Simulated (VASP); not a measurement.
The system is SnTe.

```
CELL_PARAMETERS angstrom
0.00000 3.58398 3.58398
3.58398 0.00000 3.58398
3.58398 3.58398 0.00000
ATOMIC_POSITIONS crystal
Sn 0.00000 0.00000 0.00000
Te 0.25000 0.25000 0.25000
```

Base run:

| Property | Result |
| --- | --- |
| Program | VASP 6.6.1 |
| Functional | r2SCAN |
| Potentials or basis | VASP PAW PBE potentials, release 64 (Sn_d, Te) |
| Cutoff | 520 eV |
| k mesh | 4 × 4 × 4 |
| Occupations | fermi-dirac, width 0.001 eV |
| Spin | no spin polarisation |

Its results: band gap on the k mesh 0.09 eV (least direct gap 0.87 eV); pressure -0.1 GPa.

Task: After a change of settings the same cell gave: band gap on the k mesh 0.29 eV (least direct gap 1.12 eV); pressure -0.2 GPa. Which change was it?
A. functional from r2SCAN to HSE06; occupations from fermi-dirac, width 0.001 eV to fermi-dirac, width 0.02 eV
B. occupations from fermi-dirac, width 0.001 eV to fermi-dirac, width 0.02 eV; further incar settings from ALGO = Normal; EDIFF = 1e-07; NBANDS = 17 to ALGO = Normal; EDIFF = 1e-06; NBANDS = 17
C. occupations from fermi-dirac, width 0.001 eV to methfessel-paxton, width 0.05 eV

Result: A.

Caveats: the PAW data sets were made with another functional, which shifts forces and pressure a little; spin-orbit coupling is left out, which moves the levels of the heavy elements.
